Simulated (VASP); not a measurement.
# Y (I4/mmm) in VASP: further runs

The runs below take Y through single point, with PBEsol.

All numbers are computed with VASP 6.6.1; they aren't measurements. Logs are shortened: lines on timing, memory, paths and dates and some standing lists are left out, and cuts for length are marked.

### Step 1. The cell of the first run

Symmetry: I4/mmm, No. 139, tetragonal system. Conventional cell: a = 3.514 Å, b = 3.514 Å, c = 5.094 Å, α = 90.00°, β = 90.00°, γ = 90.00°. Y (site symmetry 4/mmm) has 12 Y at 3.51 to 3.56 Å within 4.6 Å.

### Step 2. Single point, PBEsol (strain +0.000 along x and y, +0.025 along z)

Contents of INCAR:

```
SYSTEM = Y
  PREC = Accurate
  ENCUT = 520
  EDIFF = 1E-6
  ISMEAR = 0
  SIGMA = 0.15
  LREAL = .False.
  LASPH = .True.
  NELM = 100
  ALGO = Fast
  ISIF = 2
  LWAVE = .False.
  LCHARG = .False.
  GGA = PS
  NBANDS = 12
```

Contents of KPOINTS:

```
regular mesh
0
Gamma
  16 16 16
  0 0 0
```

Contents of POSCAR:

```
Y
1.0
    0.0000000000      2.4850000000      2.5471250000
    2.4850000000      0.0000000000      2.5471250000
    2.4850000000      2.4850000000      0.0000000000
Y
1
Direct
    0.0000000000      0.0000000000      0.0000000000
```

Potentials or basis: VASP PAW PBE potentials, release 64 (Y_sv).

Started as:

```bash
$ cat potpaw_PBE.64/Y_sv/POTCAR > POTCAR
$ mpirun -np 1 vasp_std > vasp.out
```

OUTCAR:

```text
SYSTEM = Y
   PREC = Accurate
   ENCUT = 520
   EDIFF = 1E-6
   ISMEAR = 0
   LREAL = .False.
   LASPH = .True.
   NELM = 100
   ISIF = 2
   GGA = PS

 ion  position               nearest neighbor table
   1  0.000  0.000  0.000-

  LATTYP: Found a body centered tetragonal cell.
 ALAT       =     3.5143207025
 C/A-ratio  =     1.4495689014

  Lattice vectors:

 A1 = (  -2.4850000000,   0.0000000000,   2.5471250000)
 A2 = (   2.4850000000,   0.0000000000,   2.5471250000)
 A3 = (   0.0000000000,   2.4850000000,  -2.5471250000)

Analysis of symmetry for initial positions (statically):
=====================================================================
 Subroutine PRICEL returns:
 Original cell was already a primitive cell.

 Routine SETGRP: Setting up the symmetry group for a
 body centered tetragonal supercell.

 Subroutine GETGRP returns: Found 16 space group operations
 (whereof 16 operations were pure point group operations)
 out of a pool of 16 trial point group operations.

The static configuration has the point symmetry D_4h.

Analysis of symmetry for dynamics (positions and initial velocities):
=====================================================================
 Subroutine PRICEL returns:
 Original cell was already a primitive cell.

 Routine SETGRP: Setting up the symmetry group for a
 body centered tetragonal supercell.

 Subroutine GETGRP returns: Found 16 space group operations
 (whereof 16 operations were pure point group operations)
 out of a pool of 16 trial point group operations.

The dynamic configuration has the point symmetry D_4h.

 Subroutine INISYM returns: Found 16 space group operations
 (whereof 16 operations are pure point group operations),
 and found     1 'primitive' translations

----------------------------------------------------------------------------------------

                                     Primitive cell

  volume of cell :      31.4581

  direct lattice vectors                    reciprocal lattice vectors
     0.000000000  2.485000000  2.547125000    -0.201207243  0.201207243  0.196299750
     2.485000000  0.000000000  2.547125000     0.201207243 -0.201207243  0.196299750
     2.485000000  2.485000000  0.000000000     0.201207243  0.201207243 -0.196299750

  length of vectors
     3.558520868  3.558520868  3.514320702     0.345691049  0.345691049  0.345691049

  position of ions in fractional coordinates (direct lattice)
     0.000000000  0.000000000  0.000000000

  ion indices of the primitive-cell ions
   primitive index   ion index
                 1           1

----------------------------------------------------------------------------------------

 KPOINTS: regular mesh

Automatic generation of k-mesh.
 Grid dimensions read from file:
 generate k-points for:   16   16   16

 Generating k-lattice:

  Cartesian coordinates                     Fractional coordinates (reciprocal lattice)
    -0.012575453  0.012575453  0.012268734     0.062500000  0.000000000  0.000000000
     0.012575453 -0.012575453  0.012268734     0.000000000  0.062500000  0.000000000
     0.012575453  0.012575453 -0.012268734     0.000000000  0.000000000  0.062500000

  Length of vectors
     0.021605691  0.021605691  0.021605691

  Shift w.r.t. Gamma in fractional coordinates (k-lattice)
     0.000000000  0.000000000  0.000000000

 Subroutine IBZKPT returns following result:
 ===========================================

 Found    349 irreducible k-points:

 Following reciprocal coordinates:
            Coordinates               Weight
  0.000000  0.000000  0.000000      1.000000
  0.062500 -0.000000  0.000000      8.000000
  0.125000 -0.000000  0.000000      8.000000
  0.187500 -0.000000  0.000000      8.000000
  0.250000 -0.000000  0.000000      8.000000
  0.312500  0.000000  0.000000      8.000000
[... 16 lines left out ...]
 -0.125000  0.062500  0.000000      8.000000
 -0.062500  0.062500  0.000000      4.000000
 [... further k-points ...]
   k-points           NKPTS =    349   k-points in BZ     NKDIM =    349   number of bands    NBANDS=     12
   number of dos      NEDOS =    301   number of ions     NIONS =      1
   total plane-waves  NPLWV =  21952
   dimension x,y,z NGX =    28 NGY =   28 NGZ =   28
   dimension x,y,z NGXF=    56 NGYF=   56 NGZF=   56
   ions per type =               1
   NGX,Y,Z   is equivalent  to a cutoff of  13.08, 13.08, 13.25 a.u.
   NGXF,Y,Z  is equivalent  to a cutoff of  26.16, 26.16, 26.49 a.u.
 SYSTEM =  Y
   PREC   = accura    normal or accurate (medium, high low for compatibility)
   ISTART =      0    job   : 0-new  1-cont  2-samecut
   ICHARG =      2    charge: 1-file 2-atom 10-const
   ISPIN  =      1    spin polarized calculation?
   LNONCOLLINEAR =      F non collinear calculations
   LSORBIT =      F    spin-orbit coupling
   LASPH  =      T    aspherical Exc in radial PAW
   ENCUT  =  520.0 eV  38.22 Ry    6.18 a.u.   6.62  6.62  6.53*2*pi/ulx,y,z
   NELM   =    100;   NELMIN=  2; NELMDL= -5     # of ELM steps
   EDIFF  = 0.1E-05   stopping-criterion for ELM
   LREAL  =      F    real-space projection
[... 7 lines left out ...]
   TEBEG  =    0.0;   TEEND  =   0.0 temperature during run
   PSTRESS=    0.0 pullay stress
   NELECT =      11.0000    total number of electrons
   NUPDOWN=      -1.0000    fix difference up-down
   EMIN   =  10.00;   EMAX   =-10.00  energy-range for DOS
   EFERMI =   0.00;   METHOD = LEGACY
   ISMEAR =     0;   SIGMA  =   0.15  broadening in eV -4-tet -1-fermi 0-gaus
   EFERMI_NEDOS =   21; number of points for ismear=-14 and -15
   IALGO  =     68    algorithm
   IMIX   =      4    mixing-type and parameters
     AMIX     =   0.40;   BMIX     =  1.00
     AMIX_MAG =   1.60;   BMIX_MAG =  1.00
  volume/ion in A,a.u.               =      31.46       212.29
  Fermi-wavevector in a.u.,A,eV,Ry     =   1.153351  2.179517 18.098712  1.330218
  Thomas-Fermi vector in A             =   2.289995
   LORBIT       =      0    0 simple, 1 ext, 2 COOP (PROOUT), +10 PAW based schemes
   GGA     = PS    functional components
   LHFCALC =     F    Hartree Fock is set to
   AEXX    =    0.0000 exact exchange contribution
   IVDW    =     0    specifies the selected vdW correction
   LEPSILON=     F    determine dielectric tensor
   LRPA    =     F    only Hartree local field effects (RPA)
 non-spin polarized calculation
 RMM-DIIS sequential band-by-band and
 Gauss-broadening in eV      SIGMA  =   0.15
  energy-cutoff  :      520.00
  volume of cell :       31.46
 maximum number of plane-waves:       889
   NGX = 13   NGY = 13   NGZ = 13

 number of electron      10.9999999 magnetization

 Free energy of the ion-electron system (eV)
  ---------------------------------------------------
  ext. energy  EPLUGINS =         0.00000000
  ---------------------------------------------------
  free energy    TOTEN  =        -6.80695288 eV

  energy without entropy =       -6.79041172  energy(sigma->0) =       -6.79868230

 E-fermi :   3.1488     XC(G=0):  -9.7009

 val. band max:        3.1467128429   @ k =   0.4375   0.1875   0.0000
 cond. band min:       3.1598396594   @ k =  -0.2500   0.1250   0.3125
 fundamental gap:      0.0131268166
 Fermi energy:         3.1487662438

 k-point     1 :       0.0000    0.0000    0.0000
  band No.  band energies     occupation
      1     -39.3606      2.00000
      2     -19.0508      2.00000
      3     -19.0488      2.00000
      4     -19.0488      2.00000
      5      -1.6765      2.00000
      6       4.8221      0.00000
      7       5.0320      0.00000
      8       5.0320      0.00000
      9       6.8963      0.00000
     10       7.2055      0.00000
     11      12.2357      0.00000
     12      15.2648      0.00000

 k-point     2 :       0.0625   -0.0000    0.0000
  band No.  band energies     occupation
      1     -39.3577      2.00000
      2     -19.0754      2.00000
      3     -19.0538      2.00000
      4     -19.0516      2.00000
      5      -1.5745      2.00000
      6       4.7898      0.00000
      7       4.9954      0.00000
      8       5.0813      0.00000
      9       6.8461      0.00000
     10       7.1433      0.00000
     11      12.4727      0.00000
     12      15.0464      0.00000

 k-point     3 :       0.1250   -0.0000    0.0000
  band No.  band energies     occupation
      1     -39.3495      2.00000
      2     -19.1486      2.00000
      3     -19.0642      2.00000
      4     -19.0596      2.00000
      5      -1.2789      2.00000
      6       4.5412      0.00000
      7       5.0643      0.00000
      8       5.2065      0.00000
      9       6.7475      0.00000
     10       7.0058      0.00000
     11      13.0631      0.00000
     12      14.2717      0.00000
[... 286 lines left out ...]
 k-point    23 :      -0.1250    0.0625    0.0000
  band No.  band energies     occupation
      1     -39.3431      2.00000
      2     -19.1969      2.00000
      3     -19.0866      2.00000
      4     -19.0582      2.00000
      5      -1.0495      2.00000
      6       4.3714      0.00000
      7       5.0750      0.00000
      8       5.3114      0.00000
      9       6.6884      0.00000
     10       6.9601      0.00000
     11      13.4456      0.00000
     12      14.0668      0.00000

 k-point    24 :      -0.0625    0.0625    0.0000
  band No.  band energies     occupation
      1     -39.3529      2.00000
      2     -19.1145      2.00000
      3     -19.0680      2.00000
      4     -19.0520      2.00000
      5      -1.4036      2.00000
      6       4.7092      0.00000
      7       4.9617      0.00000
      8       5.1571      0.00000
      9       6.9117      0.00000
     10       6.9283      0.00000
     11      12.8518      0.00000
     12      14.7262      0.00000

 [... further k-points ...]

------------------------ aborting loop because EDIFF is reached ----------------------------------------

  FORCE on cell =-STRESS in cart. coord.  units (eV):
  Direction    XX          YY          ZZ          XY          YZ          ZX
  --------------------------------------------------------------------------------------
  -------------------------------------------------------------------------------------
  Total       -0.1333494     -0.1333494     -0.2833080      0.0000000     -0.0000000     -0.0000000
  in kB       -6.7915444     -6.7915444    -14.4290045      0.0000000     -0.0000000     -0.0000000
  external PRESSURE =      -9.3373644 kB  Pullay stress =       0.0000000 kB

 VOLUME and BASIS-vectors are now :
 -----------------------------------------------------------------------------
  energy-cutoff  :      520.00
  volume of cell :       31.46
      direct lattice vectors                 reciprocal lattice vectors
     0.000000000  2.485000000  2.547125000    -0.201207243  0.201207243  0.196299750
     2.485000000  0.000000000  2.547125000     0.201207243 -0.201207243  0.196299750
     2.485000000  2.485000000  0.000000000     0.201207243  0.201207243 -0.196299750

 POSITION                                       TOTAL-FORCE (eV/Angst)
 -----------------------------------------------------------------------------------
      0.00000      0.00000      0.00000         0.000000     -0.000000      0.000000
 -----------------------------------------------------------------------------------
    total drift:                               -0.000000     -0.000000     -0.000000

  FREE ENERGIE OF THE ION-ELECTRON SYSTEM (eV)
  ---------------------------------------------------
  free  energy   TOTEN  =        -6.8069528850 eV

  energy  without entropy=       -6.7904117218  energy(sigma->0) =       -6.79868230
```

Run time: 2.4 min. Hardware: 1 thread of Intel Xeon Platinum 8259CL at 2.50GHz (Skylake/Cascade Lake), shared host; peak memory 0.29 GiB.

What came out:

```yaml
Free_energy: -6.8070 eV
Pressure: -0.9 GPa
```

Caveat: the cell differs from its parent crystal (strain +0.000 along x and y, +0.025 along z); the PAW data sets were made with another functional, which shifts forces and pressure a little.

### Step 3. Single point, PBEsol (strain +0.000 along x and y, +0.050 along z)

Contents of INCAR:

```
PREC = Accurate
ENCUT = 520
EDIFF = 1E-6
ISMEAR = 0
SIGMA = 0.15
LREAL = False
LASPH = True
NELM = 80
ALGO = Fast
ISIF = 2
LWAVE = False
LCHARG = False
GGA = PS
NBANDS = 12
```

Contents of KPOINTS:

```
regular mesh
0
Gamma
  16 16 16
```

Contents of POSCAR:

```
Y
1.0
    0.0000000000      2.4850000000      2.6092500000
    2.4850000000      0.0000000000      2.6092500000
    2.4850000000      2.4850000000      0.0000000000
Y
1
Direct
    0.0000000000      0.0000000000      0.0000000000
```

Potentials or basis: VASP PAW PBE potentials, release 64 (Y_sv).

Started as:

```bash
$ cat potpaw_PBE.64/Y_sv/POTCAR > POTCAR
$ mpirun -np 1 vasp_std > vasp.out
```

Run time: 2.7 min. Hardware: 1 thread of Intel Xeon Platinum 8259CL at 2.50GHz (Skylake/Cascade Lake), shared host; peak memory 0.29 GiB.

The run converged. Its results:

```
Free energy : -6.7967 eV
Pressure    : -1.8 GPa
```

Stress tensor (GPa, compression positive):
```
-1.32  0.00  0.00
 0.00 -1.32  0.00
 0.00  0.00 -2.85
```

Levels at points of the mesh, in eV from the Fermi level:
| k point | band 1 | band 2 | band 3 | band 4 | band 5 | band 6 | band 7 | band 8 | band 9 | band 10 |
| --- | --- | --- | --- | --- | --- | --- | --- | --- | --- | --- |
| (0.00, 0.00, 0.00) | -42.57 | -22.28 | -22.28 | -22.28 | -4.79 | 1.52 | 1.93 | 1.93 | 3.50 | 4.10 |
| (0.50, 0.00, 0.00) | -42.50 | -22.87 | -22.38 | -22.34 | -2.01 | 0.66 | 1.39 | 1.84 | 5.18 | 5.41 |
| (0.50, 0.50, 0.00) | -42.49 | -22.83 | -22.46 | -22.46 | -1.83 | -0.83 | 1.74 | 5.35 | 5.71 | 5.71 |
| (0.50, 0.00, 0.50) | -42.48 | -22.84 | -22.54 | -22.48 | -1.76 | -0.92 | 2.33 | 5.25 | 5.49 | 5.94 |

Caveat: the cell differs from its parent crystal (strain +0.000 along x and y, +0.050 along z); the PAW data sets were made with another functional, which shifts forces and pressure a little.

### Step 4. Single point, PBEsol (strain +0.025 along x and y, +0.000 along z)

Contents of INCAR:

```
ALGO = Normal ; EDIFF = 1E-6
ENCUT = 520 ; GGA = PS
ISIF = 2 ; ISMEAR = 0
LASPH = True ; LCHARG = False
LREAL = False ; LWAVE = False
NBANDS = 12 ; NELM = 80
PREC = Accurate ; SIGMA = 0.15
```

Contents of KPOINTS:

```
k-points
0
Gamma
  16 16 16
```

Contents of POSCAR:

```
Y
1.0
    0.0000000000      2.5471250000      2.4850000000
    2.5471250000      0.0000000000      2.4850000000
    2.5471250000      2.5471250000      0.0000000000
Y
1
Direct
    0.0000000000      0.0000000000      0.0000000000
```

Potentials or basis: VASP PAW PBE potentials, release 64 (Y_sv).

Started as:

```bash
$ cat potpaw_PBE.64/Y_sv/POTCAR > POTCAR
$ mpirun -np 1 vasp_std > vasp.out
```

OUTCAR:

```text
EDIFF = 1E-6
   ENCUT = 520
   GGA = PS
   ISIF = 2
   ISMEAR = 0
   LASPH = True
   LREAL = False
   NELM = 80
   PREC = Accurate

 ion  position               nearest neighbor table
   1  0.000  0.000  0.000-

  LATTYP: Found a body centered tetragonal cell.
 ALAT       =     3.6021787201
 C/A-ratio  =     1.3797205487

  Lattice vectors:

 A1 = (   0.0000000000,  -2.5471250000,  -2.4850000000)
 A2 = (   0.0000000000,   2.5471250000,  -2.4850000000)
 A3 = (   2.5471250000,   0.0000000000,   2.4850000000)

[... 538 lines left out ...]

 [... further k-points ...]

------------------------ aborting loop because EDIFF is reached ----------------------------------------

  FORCE on cell =-STRESS in cart. coord.  units (eV):
  Direction    XX          YY          ZZ          XY          YZ          ZX
  --------------------------------------------------------------------------------------
  -------------------------------------------------------------------------------------
  Total       -0.4206544     -0.4206544     -0.2838159      0.0000000      0.0000000      0.0000000
  in kB      -20.9015823    -20.9015823    -14.1023145      0.0000000      0.0000000      0.0000000
  external PRESSURE =     -18.6351597 kB  Pullay stress =       0.0000000 kB

 VOLUME and BASIS-vectors are now :
 -----------------------------------------------------------------------------
  energy-cutoff  :      520.00
  volume of cell :       32.24
      direct lattice vectors                 reciprocal lattice vectors
     0.000000000  2.547125000  2.485000000    -0.196299750  0.196299750  0.201207243
     2.547125000  0.000000000  2.485000000     0.196299750 -0.196299750  0.201207243
     2.547125000  2.547125000  0.000000000     0.196299750  0.196299750 -0.201207243

 POSITION                                       TOTAL-FORCE (eV/Angst)
 -----------------------------------------------------------------------------------
      0.00000      0.00000      0.00000         0.000000      0.000000      0.000000
 -----------------------------------------------------------------------------------
    total drift:                               -0.000000     -0.000000     -0.000000

  FREE ENERGIE OF THE ION-ELECTRON SYSTEM (eV)
  ---------------------------------------------------
  free  energy   TOTEN  =        -6.8002180350 eV

  energy  without entropy=       -6.7829485885  energy(sigma->0) =       -6.79158331
```

OSZICAR:

```text
N       E                     dE             d eps       ncg     rms          rms(c)
DAV:   1     0.240280970726E+02    0.24028E+02   -0.55180E+03  8392   0.828E+02
DAV:   2    -0.571066398034E+01   -0.29739E+02   -0.28939E+02 10132   0.165E+02
DAV:   3    -0.698635173825E+01   -0.12757E+01   -0.12545E+01 11972   0.219E+01
DAV:   4    -0.702014485615E+01   -0.33793E-01   -0.33775E-01  9352   0.333E+00
DAV:   5    -0.702077973106E+01   -0.63487E-03   -0.63485E-03 11036   0.366E-01    0.224E+01
DAV:   6    -0.683856372688E+01    0.18222E+00   -0.21077E-01  9068   0.301E+00    0.137E+01
DAV:   7    -0.680423672277E+01    0.34327E-01   -0.29641E-01 10108   0.354E+00    0.121E+00
DAV:   8    -0.680037618540E+01    0.38605E-02   -0.36233E-02  9820   0.146E+00    0.233E-01
DAV:   9    -0.680023624463E+01    0.13994E-03   -0.78318E-04 10284   0.229E-01    0.794E-02
DAV:  10    -0.680021762833E+01    0.18616E-04   -0.12183E-04  9576   0.967E-02    0.272E-02
DAV:  11    -0.680021901147E+01   -0.13831E-05   -0.14087E-05  9860   0.304E-02    0.187E-02
DAV:  12    -0.680021803503E+01    0.97644E-06   -0.16261E-06  8992   0.110E-02
   1 F= -.68002180E+01 E0= -.67915833E+01  d E =-.172694E-01
```

Wall time 1.8 min (1 thread of Intel Xeon Platinum 8259CL at 2.50GHz (Skylake/Cascade Lake), shared host); peak memory 0.29 GiB.

What came out:

- Free energy: -6.8002 eV
- Pressure: -1.9 GPa

Stress tensor (GPa, compression positive):
```
-2.09  0.00  0.00
 0.00 -2.09  0.00
 0.00  0.00 -1.41
```

Caveat: the cell differs from its parent crystal (strain +0.025 along x and y, +0.000 along z); the PAW data sets were made with another functional, which shifts forces and pressure a little.

### Step 5. Overview

```tsv
cell	gap on the mesh (eV)	pressure (GPa)
a = 3.559, b = 3.559, c = 3.514 Å, angles 60.4, 60.4, 59.2°, 1 atom	none	-0.9
a = 3.603, b = 3.603, c = 3.514 Å, angles 60.8, 60.8, 58.4°, 1 atom	none	-1.8
a = 3.559, b = 3.559, c = 3.602 Å, angles 59.6, 59.6, 60.8°, 1 atom	none	-1.9
```

Alike in all rows: task single point; level PBEsol; potentials or basis VASP PAW PBE potentials, release 64 (Y_sv); no spin polarisation; k mesh 16 × 16 × 16; cutoff (eV) 520; smearing gaussian 0.15 eV.

Caveats: the PAW data sets were made with another functional, which shifts forces and pressure a little.

Absolute energies hang on the potentials; compare differences alone.
